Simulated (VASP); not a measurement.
Here is a VASP 6.6.1 calculation.

File INCAR:

```
  PREC = Accurate
  ENCUT = 520
  EDIFF = 1E-6
  ISMEAR = 0
  SIGMA = 0.15
  LREAL = F
  LASPH = T
  NELM = 60
  ALGO = Fast
  ISIF = 2
  LWAVE = F
  LCHARG = F
  GGA = PS
  NBANDS = 32
```

File KPOINTS:

```
Automatic mesh
0
Gamma
  19 19 7
```

File POSCAR:

```
TiAl
1.0
    0.0000000000     -3.1564740775      0.0000000000
    0.0000000000      0.0000000000     -3.1564740775
   10.4694222324      0.0000000000      0.0000000000
Ti Al
3 3
Direct
    0.0000000000      0.0000000000      0.2261058616
    0.0000000000      0.0000000000      0.5276004434
    0.0000000000      0.0000000000      0.8290950252
    0.5000000000      0.5000000000      0.0753585707
    0.5000000000      0.5000000000      0.3768531525
    0.5000000000      0.5000000000      0.6783477343
```

Potentials or basis: VASP PAW PBE potentials, release 64 (Ti_sv, Al).

Command:

```console
$ cat potpaw_PBE.64/Ti_sv/POTCAR potpaw_PBE.64/Al/POTCAR > POTCAR
$ mpirun -np 1 vasp_std > vasp.out
```

Task: Predict the band gap on the k mesh.

Result: Zero (an odd number of electrons rules out a gap without spin polarisation).

Task: Predict the pressure.

Result: -5.0 GPa.

Stress tensor (GPa, compression positive):
```
-2.38  0.00  0.00
 0.00 -6.28  0.00
 0.00  0.00 -6.28
```

Caveat: the cell differs from its parent crystal (the distance across one plane changed); the cell stands under tension; the PAW data sets were made with another functional, which shifts forces and pressure a little.
